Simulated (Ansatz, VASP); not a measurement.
# Two plane-wave programs on CuH3

```
Cu H
1.0
    -1.81489    1.81489    1.81489
     1.81489   -1.81489    1.81489
     1.81489    1.81489   -1.81489
Cu H
1 3
Direct
  0.00000 0.00000 0.00000
  0.00000 0.50000 0.50000
  0.50000 0.00000 0.50000
  0.50000 0.50000 0.00000
```

Alike in both runs: functional PBE; k mesh 6 × 6 × 6; occupations gaussian, width 0.1 eV; no spin polarisation.

Ansatz relaxed the structure, and its values are those at the end. VASP's run is a single point on that final structure, the one shown.

|  | VASP | Ansatz |
| --- | --- | --- |
| version | VASP 6.6.1 | Ansatz 0.2.0 |
| potentials or method | VASP PAW PBE potentials, release 64 (Cu, H), cutoff 520 eV | scalar-relativistic, plane waves, PAW |
| valence electrons in the cell | 14 | 22 |

```csv
,VASP,Ansatz,Ansatz less VASP
gap on the k mesh at the Fermi level (eV),none,none,-
pressure (GPa),0.2,0.2,+0.01
```

A gap of «none» marks a metal or a gap that the smearing closes. With one functional, cell and mesh, what is left measures potentials, basis and numerics. VASP's potentials hold 14 valence electrons a cell and Ansatz's 22, so a difference there can come from the potentials and not from the codes.

The k mesh is coarse, so the values compare programs but aren't converged.
